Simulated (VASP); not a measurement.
The system is AlGa2P3.

```
Al P Ga
1.0
    -1.83423    5.50270    2.59400
     1.83423   -5.50270    2.59400
     1.83423    5.50270   -2.59400
Al P Ga
1 3 2
Direct
  0.00000 0.00000 0.00000
  0.75000 0.25000 0.50000
  0.41667 0.25000 0.16667
  0.08333 0.25000 0.83333
  0.66667 0.00000 0.66667
  0.33333 0.00000 0.33333
```

```yaml
Program: VASP 6.6.1
Task: relaxation of cell and atoms
Functional: PBE
Potentials_or_basis: VASP PAW PBE potentials, release 64 (Al, P, Ga_d)
Cutoff: 600 eV
k_mesh: 8 × 8 × 8
Occupations: fermi-dirac, width 0.02 eV
Spin: no spin polarisation
```

At the start: pressure 20.6 GPa; volume 17.45 Å³/atom.

How do energy, volume and symmetry change on relaxing?

Over 13 steps the energy falls by 188.1 meV/atom and the volume is 20.87 Å³/atom (+19.6 %); space group Imm2 (No. 44, to 0.05 Å).

The path:
```tsv
step	energy change (eV)	largest force (eV/Å)	pressure (GPa)	volume (Å³)
1	0.0000	0.0261	20.64	104.73
2	-0.6594	0.1079	-7.62	142.63
3	-1.1280	0.0635	-0.07	125.34
4	-1.1278	0.0625	0.26	124.91
5	-1.1281	0.0280	0.19	124.92
6	-1.1282	0.0099	0.19	124.93
7	-1.1284	0.0062	-0.07	125.33
8	-1.1284	0.0060	0.04	125.23
9	-1.1284	0.0063	-0.05	125.27
10	-1.1284	0.0059	0.00	125.25
11	-1.1284	0.0061	-0.01	125.24
12	-1.1284	0.0061	-0.01	125.23
13	-1.1284	0.0032	0.00	125.23
```

Final structure:
```yaml
crystal:
  lattice:
    - [-1.94732, 5.84108, 2.75249]
    - [1.94732, -5.84108, 2.75249]
    - [1.94732, 5.84108, -2.75249]
  atoms:
    - { symbol: Al, position: [0.99966, 0.99966, 0.00000] }
    - { symbol: P, position: [0.75105, 0.25105, 0.50000] }
    - { symbol: P, position: [0.41594, 0.24957, 0.16637] }
    - { symbol: P, position: [0.08320, 0.24957, 0.83363] }
    - { symbol: Ga, position: [0.66682, 0.00007, 0.66674] }
    - { symbol: Ga, position: [0.33333, 0.00007, 0.33326] }
```

Caveat: the volume moved by over 15 % at a fixed basis, so the end points are rough.
